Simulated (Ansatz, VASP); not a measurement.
**Two plane-wave programs on GaN**

```
CELL_PARAMETERS angstrom
3.18310 0.00000 0.00000
-1.59155 2.75664 0.00000
0.00000 0.00000 5.18358
ATOMIC_POSITIONS crystal
Ga 0.66667 0.33333 0.49911
Ga 0.33333 0.66667 0.99911
N 0.66667 0.33333 0.87589
N 0.33333 0.66667 0.37589
```

Alike in both runs: functional r2SCAN; k mesh 12 × 12 × 6; occupations gaussian, width 0.02 eV; no spin polarisation.

Ansatz relaxed the structure, and its values are those at the end. VASP's run is a single point on that final structure, the one shown.

|  | VASP | Ansatz |
| --- | --- | --- |
| version | VASP 6.6.1 | Ansatz 0.2.0 |
| potentials or method | VASP PAW PBE potentials, release 64 (Ga_d, N_h), cutoff 910 eV | scalar-relativistic, plane waves, PAW |
| valence electrons in the cell | 36 | 36 |

```tsv
	VASP	Ansatz	Ansatz less VASP
gap on the k mesh at the Fermi level (eV)	2.34	2.35	+0.010
least direct gap on the mesh (eV)	2.34	2.35	+0.010
```

VASP's potentials were made for PBE, not for r2SCAN. With one functional, cell and mesh, what is left measures potentials, basis and numerics.

Noted on VASP's run: the cutoff is short for stress, so the pressure is rough.
